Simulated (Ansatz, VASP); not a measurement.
WS2: VASP beside Ansatz

The input INCAR:

```
  PREC = Accurate
  ENCUT = 520
  EDIFF = 1E-6
  ISMEAR = -1
  SIGMA = 0.05
  LREAL = False
  LASPH = True
  NELM = 60
  ALGO = Normal
  ISIF = 2
  LWAVE = False
  LCHARG = True
  GGA = PS
  LELF = True
  LVHAR = True
  NBANDS = 49
```

KPOINTS

```
regular mesh
0
Gamma
  10 10 1
```

File POSCAR:

```
WS2
1.0
    3.1829541699      0.0000000000      0.0000000000
   -1.5914770850      2.7565191702      0.0000000000
    0.0000000000      0.0000000000     28.5322178600
W S
3 6
Direct
    0.6666666667      0.3333333333      0.4343616800
    0.6666666667      0.3333333333      0.8855337800
    0.0000000000      0.0000000000      0.6592864300
    0.6666666667      0.3333333333      0.6046252100
    0.0000000000      0.0000000000      0.3797102500
    0.0000000000      0.0000000000      0.8308482800
    0.6666666667      0.3333333333      0.7139522100
    0.0000000000      0.0000000000      0.4890304200
    0.0000000000      0.0000000000      0.9401857300
```

File input.yaml:

```yaml
crystal:
  lattice:
    - [3.1829541699, 0.0, 0.0]
    - [-1.591477085, 2.7565191702, 0.0]
    - [0.0, 0.0, 28.53221786]
  atoms:
    - { symbol: W, position: [0.6666666667, 0.3333333333, 0.43436168] }
    - { symbol: W, position: [0.6666666667, 0.3333333333, 0.88553378] }
    - { symbol: W, position: [0.0, 0.0, 0.65928643] }
    - { symbol: S, position: [0.6666666667, 0.3333333333, 0.60462521] }
    - { symbol: S, position: [0.0, 0.0, 0.37971025] }
    - { symbol: S, position: [0.0, 0.0, 0.83084828] }
    - { symbol: S, position: [0.6666666667, 0.3333333333, 0.71395221] }
    - { symbol: S, position: [0.0, 0.0, 0.48903042] }
    - { symbol: S, position: [0.0, 0.0, 0.94018573] }
hamiltonian:
  xc: pbesol
  pseudopotentials: { kind: paw }
kpoints:
  mp_grid: { grid: [10, 10, 1] }
  band_path:
    path:
      - [[0.0, 0.0, 0.0], [0.5, 0.0, 0.0], [0.3333333333, 0.3333333333, 0.0], [0.0, 0.0, 0.0], [0.0, 0.0, 0.5], [0.5, 0.0, 0.5], [0.3333333333, 0.3333333333, 0.5], [0.0, 0.0, 0.5]]
      - [[0.5, 0.0, 0.5], [0.5, 0.0, 0.0]]
      - [[0.3333333333, 0.3333333333, 0.0], [0.3333333333, 0.3333333333, 0.5]]
    npoints: 10
scf:
  occupations: { method: fermi_dirac, width: 0.05 }
  n_extra_bands: 22
output:
  forces: true
  stress: true
  eigenvalues: true
  fatbands: false
  write_density: true
  write_potential: true
  elf: true
  volumetric_format: npy
```

Alike in both runs: functional PBEsol; k mesh 10 × 10 × 1; occupations fermi-dirac, width 0.05 eV; no spin polarisation.

|  | VASP | Ansatz |
| --- | --- | --- |
| version | VASP 6.6.1 | Ansatz 0.2.0 |
| potentials or method | VASP PAW PBE potentials, release 64 (W_sv, S) | Ansatz PAW |
| plane-wave cutoff (eV) | 520 | 420 |
| valence electrons in the cell | 78 | 78 |
| task | single point | band structure |

|  | VASP | Ansatz | Ansatz less VASP |
| --- | --- | --- | --- |
| gap on the k mesh at the Fermi level (eV) | 1.45 | 1.43 | -0.014 |
| least direct gap on the mesh (eV) | 2.11 | 2.10 | -0.004 |
| rms of the force components (eV/Å) | 0.042 | 0.052 | +0.0098 |

VASP's potentials were made for PBE, not for PBEsol. Atom by atom the forces differ by 0.010 eV/Å (rms over components).

Spin-orbit coupling is off throughout. Noted on Ansatz's run: the k mesh misses the band edges, so the gap on the mesh is wider than the one along the path.
